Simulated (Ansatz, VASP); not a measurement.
Two plane-wave programs on Rh

The input INCAR:

```
SYSTEM = Rh
PREC     = Accurate       ! precision mode
ENCUT    = 520            ! plane-wave cutoff, eV
EDIFF    = 1E-6           ! SCF threshold, eV
ISMEAR   = 0              ! smearing method
SIGMA    = 0.15           ! smearing width, eV
LREAL    = .FALSE.        ! projectors in reciprocal space
LASPH    = .TRUE.         ! aspherical terms in the spheres
NELM     = 80             ! most SCF steps
ALGO     = Normal         ! electronic algorithm
ISIF     = 2              ! what is computed and relaxed
LWAVE    = .FALSE.        ! write WAVECAR
LCHARG   = .TRUE.         ! write CHGCAR
LELF     = .TRUE.         ! ELF
LVHAR    = .TRUE.       
NBANDS   = 14             ! bands
```

Contents of KPOINTS:

```
regular mesh
0
G
  22 22 22
  0 0 0
```

The input POSCAR:

```
Rh
1.0
    0.0000000000      1.8540112500      1.8540112500
    1.8540112500      0.0000000000      1.8540112500
    1.8540112500      1.8540112500      0.0000000000
Rh
1
Direct
    0.0000000000      0.0000000000      0.0000000000
```

Input for Ansatz:

```yaml
crystal:
  lattice:
    - [0.0, 1.85401125, 1.85401125]
    - [1.85401125, 0.0, 1.85401125]
    - [1.85401125, 1.85401125, 0.0]
  atoms:
    - { symbol: Rh, position: [0.0, 0.0, 0.0] }
basis:
  ecutwfc: 420
kpoints:
  mp_grid: { grid: [22, 22, 22] }
hamiltonian:
  xc: lda
scf:
  occupations: { method: gaussian, width: 0.15 }
output:
  forces: true
  stress: true
  eigenvalues: true
```

Change from the starting cell: strain -0.025 along x and y, -0.025 along z, atoms carried along.

Alike in both runs: task single point; functional LDA; k mesh 22 × 22 × 22; occupations gaussian, width 0.15 eV; no spin polarisation.

```csv
,VASP,Ansatz
version,VASP 6.6.1,Ansatz 0.2.0
potentials or method,"VASP PAW LDA potentials, release 64 (Rh_pv), cutoff 520 eV","scalar-relativistic, plane waves, PAW"
valence electrons in the cell,15,17
```

Ansatz gave:

* gap on the k mesh at the Fermi level (eV): none
* pressure (GPa): 12.9

Estimate VASP's values.

gap on the k mesh at the Fermi level (eV): none; pressure (GPa): 13.9.

LDA's correlation is that of Perdew and Zunger in VASP and of Perdew and Wang (1992) in Ansatz. A gap of «none» marks a metal or a gap that the smearing closes. VASP's potentials hold 15 valence electrons a cell and Ansatz's 17, so a difference there can come from the potentials and not from the codes.
